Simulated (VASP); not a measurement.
# MoRu2 (Fm-3m) in VASP: a series of runs

Runs on MoRu2. Level: PBE. Tasks: single point.

All numbers are computed with VASP 6.6.1; they aren't measurements. Logs are shortened: lines on timing, memory, paths and dates and some standing lists are left out, and cuts for length are marked.

## 1. The cell of the first run

It takes space group Fm-3m (No. 225, cubic). Conventional cell: a = 5.882 Å, b = 5.882 Å, c = 5.882 Å, α = 90.00°, β = 90.00°, γ = 90.00°. Mo (site symmetry m-3m) has 8 Ru at 2.55 Å within 3.4 Å. Ru (site symmetry -43m) has 4 Mo at 2.55 Å and 6 Ru at 2.94 Å within 3.4 Å.

## 2. Single point, PBE

INCAR reads:

```
SYSTEM = MoRu2
PREC = Accurate ; ENCUT = 500
EDIFF = 1E-6 ; ISMEAR = 0
SIGMA = 0.1 ; LREAL = .False.
LASPH = .True. ; NELM = 120
ALGO = Normal ; ISIF = 2
LWAVE = .False. ; LCHARG = .False.
GGA = PE ; NBANDS = 28
GGA_COMPAT = .False.
```

KPOINTS reads:

```
regular mesh
0
Gamma
  14 14 14
  0 0 0
```

POSCAR reads:

```
MoRu2
1.0
    0.0000000000      2.9409332171      2.9409332171
    2.9409332171      0.0000000000      2.9409332171
    2.9409332171      2.9409332171      0.0000000000
Mo Ru
1 2
Direct
    0.0000000000      0.0000000000      0.0000000000
    0.7500000000      0.7500000000      0.7500000000
    0.2500000000      0.2500000000      0.2500000000
```

Potentials or basis: VASP PAW PBE potentials, release 64 (Mo_sv, Ru_pv).

Command:

```sh
$ cat potpaw_PBE.64/Mo_sv/POTCAR potpaw_PBE.64/Ru_pv/POTCAR > POTCAR
$ mpirun -np 1 vasp_std > vasp.out
```

OUTCAR:

```text
SYSTEM = MoRu2
   PREC = Accurate
   ENCUT = 500
   EDIFF = 1E-6
   ISMEAR = 0
   LREAL = .False.
   LASPH = .True.
   NELM = 120
   ISIF = 2
   GGA = PE

 ion  position               nearest neighbor table
   1  0.000  0.000  0.000-   2 2.55   3 2.55   2 2.55   2 2.55   2 2.55   3 2.55   3 2.55   3 2.55

   2  0.750  0.750  0.750-   1 2.55   1 2.55   1 2.55   1 2.55   3 2.94   3 2.94   3 2.94   3 2.94
                             3 2.94   3 2.94
   3  0.250  0.250  0.250-   1 2.55   1 2.55   1 2.55   1 2.55   2 2.94   2 2.94   2 2.94   2 2.94
                             2 2.94   2 2.94

  LATTYP: Found a face centered cubic cell.
 ALAT       =     5.8818664342

  Lattice vectors:

 A1 = (   0.0000000000,   2.9409332171,   2.9409332171)
 A2 = (   2.9409332171,   0.0000000000,   2.9409332171)
 A3 = (   2.9409332171,   2.9409332171,   0.0000000000)

Analysis of symmetry for initial positions (statically):
=====================================================================
 Subroutine PRICEL returns:
 Original cell was already a primitive cell.

 Routine SETGRP: Setting up the symmetry group for a
 face centered cubic supercell.

 Subroutine GETGRP returns: Found 48 space group operations
 (whereof 48 operations were pure point group operations)
 out of a pool of 48 trial point group operations.

The static configuration has the point symmetry O_h .

Analysis of symmetry for dynamics (positions and initial velocities):
=====================================================================
 Subroutine PRICEL returns:
 Original cell was already a primitive cell.

 Routine SETGRP: Setting up the symmetry group for a
 face centered cubic supercell.

 Subroutine GETGRP returns: Found 48 space group operations
 (whereof 48 operations were pure point group operations)
 out of a pool of 48 trial point group operations.

The dynamic configuration has the point symmetry O_h .

 Subroutine INISYM returns: Found 48 space group operations
 (whereof 48 operations are pure point group operations),
 and found     1 'primitive' translations

----------------------------------------------------------------------------------------

                                     Primitive cell

  volume of cell :      50.8728

  direct lattice vectors                    reciprocal lattice vectors
     0.000000000  2.940933217  2.940933217    -0.170014061  0.170014061  0.170014061
     2.940933217  0.000000000  2.940933217     0.170014061 -0.170014061  0.170014061
     2.940933217  2.940933217  0.000000000     0.170014061  0.170014061 -0.170014061

  length of vectors
     4.159107642  4.159107642  4.159107642     0.294472992  0.294472992  0.294472992

  position of ions in fractional coordinates (direct lattice)
     0.000000000  0.000000000  0.000000000
     0.750000000  0.750000000  0.750000000
     0.250000000  0.250000000  0.250000000

  ion indices of the primitive-cell ions
   primitive index   ion index
                 1           1
                 2           2
                 3           3

----------------------------------------------------------------------------------------

 KPOINTS: regular mesh

Automatic generation of k-mesh.
 Grid dimensions read from file:
 generate k-points for:   14   14   14

 Generating k-lattice:

  Cartesian coordinates                     Fractional coordinates (reciprocal lattice)
    -0.012143862  0.012143862  0.012143862     0.071428571  0.000000000  0.000000000
     0.012143862 -0.012143862  0.012143862     0.000000000  0.071428571  0.000000000
     0.012143862  0.012143862 -0.012143862     0.000000000  0.000000000  0.071428571

  Length of vectors
     0.021033785  0.021033785  0.021033785

  Shift w.r.t. Gamma in fractional coordinates (k-lattice)
     0.000000000  0.000000000  0.000000000

 Subroutine IBZKPT returns following result:
 ===========================================

 Found    104 irreducible k-points:

 Following reciprocal coordinates:
            Coordinates               Weight
  0.000000  0.000000  0.000000      1.000000
  0.071429  0.000000  0.000000      8.000000
  0.142857  0.000000  0.000000      8.000000
  0.214286  0.000000  0.000000      8.000000
  0.285714  0.000000  0.000000      8.000000
  0.357143  0.000000  0.000000      8.000000
[... 16 lines left out ...]
  0.214286  0.142857  0.000000     24.000000
  0.285714  0.142857  0.000000     24.000000
 [... further k-points ...]
   k-points           NKPTS =    104   k-points in BZ     NKDIM =    104   number of bands    NBANDS=     28
   number of dos      NEDOS =    301   number of ions     NIONS =      3
   total plane-waves  NPLWV =  27000
   dimension x,y,z NGX =    30 NGY =   30 NGZ =   30
   dimension x,y,z NGXF=    60 NGYF=   60 NGZF=   60
   ions per type =               1   2
   NGX,Y,Z   is equivalent  to a cutoff of  11.99, 11.99, 11.99 a.u.
   NGXF,Y,Z  is equivalent  to a cutoff of  23.98, 23.98, 23.98 a.u.
 SYSTEM =  MoRu2
   PREC   = accura    normal or accurate (medium, high low for compatibility)
   ISTART =      0    job   : 0-new  1-cont  2-samecut
   ICHARG =      2    charge: 1-file 2-atom 10-const
   ISPIN  =      1    spin polarized calculation?
   LNONCOLLINEAR =      F non collinear calculations
   LSORBIT =      F    spin-orbit coupling
   LASPH  =      T    aspherical Exc in radial PAW
   ENCUT  =  500.0 eV  36.75 Ry    6.06 a.u.   7.58  7.58  7.58*2*pi/ulx,y,z
   NELM   =    120;   NELMIN=  2; NELMDL= -5     # of ELM steps
   EDIFF  = 0.1E-05   stopping-criterion for ELM
   LREAL  =      F    real-space projection
   EDIFFG = 0.1E-04   stopping-criterion for IOM
   NSW    =      0    number of steps for IOM
   IBRION =     -1    ionic relax: 0-MD 1-quasi-New 2-CG
   NFREE  =      0    steps in history (QN), initial steepest desc. (CG)
   ISIF   =      2    stress and relaxation
   ISYM   =      2    0-nonsym 1-usesym 2-fastsym
   POTIM  = 0.5000    time-step for ionic-motion
   TEBEG  =    0.0;   TEEND  =   0.0 temperature during run
   PSTRESS=    0.0 pullay stress
   NELECT =      42.0000    total number of electrons
   NUPDOWN=      -1.0000    fix difference up-down
   EMIN   =  10.00;   EMAX   =-10.00  energy-range for DOS
   EFERMI =   0.00;   METHOD = LEGACY
   ISMEAR =     0;   SIGMA  =   0.10  broadening in eV -4-tet -1-fermi 0-gaus
   EFERMI_NEDOS =   21; number of points for ismear=-14 and -15
   IALGO  =     38    algorithm
   IMIX   =      4    mixing-type and parameters
     AMIX     =   0.40;   BMIX     =  1.00
     AMIX_MAG =   1.60;   BMIX_MAG =  1.00
  volume/ion in A,a.u.               =      16.96       114.44
  Fermi-wavevector in a.u.,A,eV,Ry     =   1.535782  2.902206 32.091039  2.358625
  Thomas-Fermi vector in A             =   2.642522
   LORBIT       =      0    0 simple, 1 ext, 2 COOP (PROOUT), +10 PAW based schemes
   GGA     = PE    functional components
   LHFCALC =     F    Hartree Fock is set to
   AEXX    =    0.0000 exact exchange contribution
   IVDW    =     0    specifies the selected vdW correction
   LEPSILON=     F    determine dielectric tensor
   LRPA    =     F    only Hartree local field effects (RPA)
 non-spin polarized calculation
 Gauss-broadening in eV      SIGMA  =   0.10
  energy-cutoff  :      500.00
  volume of cell :       50.87
 maximum number of plane-waves:      1311
   NGX = 15   NGY = 15   NGZ = 15

 number of electron      42.0000009 magnetization

 Free energy of the ion-electron system (eV)
  ---------------------------------------------------
  ext. energy  EPLUGINS =         0.00000000
  ---------------------------------------------------
  free energy    TOTEN  =       -27.72629523 eV

  energy without entropy =      -27.70562564  energy(sigma->0) =      -27.71596044

 E-fermi :   9.6887     XC(G=0): -12.5799

 val. band max:        9.6728829782   @ k =   0.5000   0.4286   0.0714
 cond. band min:       9.6973514337   @ k =   0.4286   0.2857   0.1429
 fundamental gap:      0.0244684554
 Fermi energy:         9.6886980954

 k-point     1 :       0.0000    0.0000    0.0000
  band No.  band energies     occupation
      1     -51.3657      2.00000
      2     -32.7181      2.00000
      3     -32.7181      2.00000
      4     -32.7181      2.00000
      5     -32.5499      2.00000
      6     -32.5499      2.00000
[... 20 lines left out ...]
     27      20.1388      0.00000
     28      21.0824      0.00000

 k-point     2 :       0.0714    0.0000    0.0000
  band No.  band energies     occupation
      1     -51.3659      2.00000
      2     -32.7179      2.00000
      3     -32.7163      2.00000
      4     -32.7163      2.00000
      5     -32.5522      2.00000
      6     -32.5522      2.00000
[... 20 lines left out ...]
     27      20.0048      0.00000
     28      20.4616      0.00000

 k-point     3 :       0.1429    0.0000    0.0000
  band No.  band energies     occupation
      1     -51.3664      2.00000
      2     -32.7163      2.00000
      3     -32.7111      2.00000
      4     -32.7111      2.00000
      5     -32.5591      2.00000
      6     -32.5591      2.00000
[... 20 lines left out ...]
     27      18.9733      0.00000
     28      19.8480      0.00000

 k-point     4 :       0.2143    0.0000    0.0000
  band No.  band energies     occupation
      1     -51.3671      2.00000
      2     -32.7111      2.00000
      3     -32.7026      2.00000
      4     -32.7026      2.00000
      5     -32.5699      2.00000
      6     -32.5699      2.00000
[... 578 lines left out ...]
     27      19.3525      0.00000
     28      19.3588      0.00000

 k-point    23 :       0.2143    0.1429    0.0000
  band No.  band energies     occupation
      1     -51.3671      2.00000
      2     -32.7337      2.00000
      3     -32.7334      2.00000
      4     -32.6554      2.00000
      5     -32.6070      2.00000
      6     -32.5411      2.00000
[... 20 lines left out ...]
     27      18.2122      0.00000
     28      18.7486      0.00000

 k-point    24 :       0.2857    0.1429    0.0000
  band No.  band energies     occupation
      1     -51.3678      2.00000
      2     -32.7321      2.00000
      3     -32.7319      2.00000
      4     -32.6356      2.00000
      5     -32.6270      2.00000
      6     -32.5450      2.00000
[... 20 lines left out ...]
     27      16.7861      0.00000
     28      18.2382      0.00000

 [... further k-points ...]

------------------------ aborting loop because EDIFF is reached ----------------------------------------

  FORCE on cell =-STRESS in cart. coord.  units (eV):
  Direction    XX          YY          ZZ          XY          YZ          ZX
  --------------------------------------------------------------------------------------
  -------------------------------------------------------------------------------------
  Total        0.0817808      0.0817808      0.0817808      0.0000000     -0.0000000      0.0000000
  in kB        2.5755880      2.5755880      2.5755880      0.0000000     -0.0000000      0.0000000
  external PRESSURE =       2.5755880 kB  Pullay stress =       0.0000000 kB

 VOLUME and BASIS-vectors are now :
 -----------------------------------------------------------------------------
  energy-cutoff  :      500.00
  volume of cell :       50.87
      direct lattice vectors                 reciprocal lattice vectors
     0.000000000  2.940933217  2.940933217    -0.170014061  0.170014061  0.170014061
     2.940933217  0.000000000  2.940933217     0.170014061 -0.170014061  0.170014061
     2.940933217  2.940933217  0.000000000     0.170014061  0.170014061 -0.170014061

 POSITION                                       TOTAL-FORCE (eV/Angst)
 -----------------------------------------------------------------------------------
      0.00000      0.00000      0.00000         0.000000      0.000000      0.000000
      4.41140      4.41140      4.41140         0.000000      0.000000      0.000000
      1.47047      1.47047      1.47047        -0.000000     -0.000000     -0.000000
 -----------------------------------------------------------------------------------
    total drift:                                0.000000     -0.000000      0.000000

  FREE ENERGIE OF THE ION-ELECTRON SYSTEM (eV)
  ---------------------------------------------------
  free  energy   TOTEN  =       -27.7262952285 eV

  energy  without entropy=      -27.7056256434  energy(sigma->0) =      -27.71596044
```

It took 3.2 min on 1 thread of AMD EPYC 7R13, shared host; peak memory 0.23 GiB.

Results:

```yaml
Free_energy: -27.7263 eV
Pressure: 0.3 GPa
Band_gap_on_the_k_mesh: zero (band 21 reaches 11.10 eV, above the bottom of band 22 at 9.29 eV)
```

Levels at points of the mesh, in eV from the Fermi level:
| k point | band 17 | band 18 | band 19 | band 20 | band 21 | band 22 | band 23 | band 24 | band 25 | band 26 |
| --- | --- | --- | --- | --- | --- | --- | --- | --- | --- | --- |
| (0.00, 0.00, 0.00) | -2.28 | -2.28 | -2.28 | 1.41 | 1.41 | 1.41 | 1.42 | 1.42 | 2.28 | 2.28 |
| (0.50, 0.00, 0.00) | -3.00 | -1.85 | -1.85 | -1.14 | -1.14 | -0.18 | 1.68 | 1.68 | 2.65 | 2.65 |
| (0.50, 0.50, 0.00) | -1.94 | -1.10 | -1.10 | -0.29 | 0.18 | 1.32 | 1.33 | 2.99 | 2.99 | 3.27 |

## 3. Single point, PBE

This run uses another cell than the first one, of 14.11 Å³/atom, 0.832 times its volume.

INCAR reads:

```
SYSTEM = MoRu2
PREC = Accurate
ENCUT = 520
EDIFF = 1E-6
ISMEAR = 0
SIGMA = 0.1
LREAL = .False.
LASPH = .True.
NELM = 60
ALGO = Normal
ISIF = 2
LWAVE = .False.
LCHARG = .True.
GGA = PE
LELF = .True.
LVHAR = .True.
NBANDS = 28
```

KPOINTS reads:

```
regular mesh
0
Gamma
  6 6 6
  0 0 0
```

POSCAR reads:

```
MoRu2
1.0
    0.0000000000      2.7663890000      2.7663890000
    2.7663890000      0.0000000000      2.7663890000
    2.7663890000      2.7663890000      0.0000000000
Mo Ru
1 2
Direct
    0.0000000000      0.0000000000      0.0000000000
    0.7500000000      0.7500000000      0.7500000000
    0.2500000000      0.2500000000      0.2500000000
```

Potentials or basis: VASP PAW PBE potentials, release 64 (Mo_sv, Ru_pv).

Command:

```sh
$ cat potpaw_PBE.64/Mo_sv/POTCAR potpaw_PBE.64/Ru_pv/POTCAR > POTCAR
$ mpirun -np 1 vasp_std > vasp.out
```

It took 46 s on 1 thread of AMD EPYC, shared host; peak memory 0.14 GiB.

It converged, with:

| Property | Result |
| --- | --- |
| Free energy | -26.3529 eV |
| Pressure | 60.2 GPa |
| Band gap on the k mesh | zero (band 21 reaches 14.44 eV, above the bottom of band 22 at 12.25 eV) |

Levels at points of the mesh, in eV from the Fermi level:
| k point | band 19 | band 20 | band 21 | band 22 | band 23 | band 24 |
| --- | --- | --- | --- | --- | --- | --- |
| (0.00, 0.00, 0.00) | -2.82 | 1.75 | 1.75 | 1.75 | 1.88 | 1.88 |
| (0.50, 0.00, 0.00) | -2.38 | -1.46 | -1.46 | 0.05 | 2.05 | 2.05 |
| (0.50, 0.50, 0.00) | -1.50 | -0.77 | 0.18 | 1.66 | 1.74 | 3.73 |

## 4. Single point, PBE

This run uses another cell than the first one, of 16.91 Å³/atom, 0.997 times its volume.

INCAR reads:

```
SYSTEM = MoRu2
  ALGO = Normal
  EDIFF = 1E-7
  ENCUT = 520
  GGA = PE
  ISIF = 2
  ISMEAR = 0
  LASPH = .True.
  LCHARG = .True.
  LELF = .True.
  LREAL = .False.
  LVHAR = .True.
  LWAVE = .False.
  NBANDS = 28
  NELM = 60
  PREC = Accurate
  SIGMA = 0.1
```

KPOINTS reads:

```
k-points
0
Gamma
  6 6 6
  0 0 0
```

POSCAR reads:

```
MoRu2
1.0
    0.0000000000      2.9382648299      2.9382648299
    2.9382648299      0.0000000000      2.9382648299
    2.9382648299      2.9382648299      0.0000000000
Mo Ru
1 2
Direct
    0.0000000000      0.0000000000      0.0000000000
    0.7500000000      0.7500000000      0.7500000000
    0.2500000000      0.2500000000      0.2500000000
```

Command:

```sh
$ cat potpaw_PBE.64/Mo_sv/POTCAR potpaw_PBE.64/Ru_pv/POTCAR > POTCAR
$ mpirun -np 1 vasp_std > vasp.out
```

Run time: 56 s. Hardware: 1 thread of AMD EPYC, shared host; peak memory 0.15 GiB.

The run converged. Its results:

```yaml
Free_energy: -27.7097 eV
Pressure: 0.6 GPa
Band_gap_on_the_k_mesh: zero (band 21 reaches 11.16 eV, above the bottom of band 22 at 9.31 eV)
```

Levels at points of the mesh, in eV from the Fermi level:
```tsv
k point	band 18	band 19	band 20	band 21	band 22	band 23	band 24	band 25
(0.00, 0.00, 0.00)	-2.28	-2.28	1.43	1.43	1.43	1.45	1.45	2.31
(0.50, 0.00, 0.00)	-1.84	-1.84	-1.12	-1.12	-0.16	1.70	1.70	2.67
(0.50, 0.50, 0.00)	-1.09	-1.09	-0.28	0.20	1.34	1.36	3.02	3.02
```

## 5. Summary

```tsv
cell	k mesh	cutoff (eV)	gap on the mesh (eV)	pressure (GPa)
a = 4.159 Å, angles 60.0°, 3 atoms	14 × 14 × 14	500	none	0.3
a = 3.912 Å, angles 60.0°, 3 atoms	6 × 6 × 6	520	none	60.2
a = 4.155 Å, angles 60.0°, 3 atoms	6 × 6 × 6	520	none	0.6
```

Alike in all rows: task single point; level PBE; potentials or basis VASP PAW PBE potentials, release 64 (Mo_sv, Ru_pv); no spin polarisation; smearing gaussian 0.1 eV.

Total energies depend on the potentials used, so only differences within one code and one set of settings carry meaning.
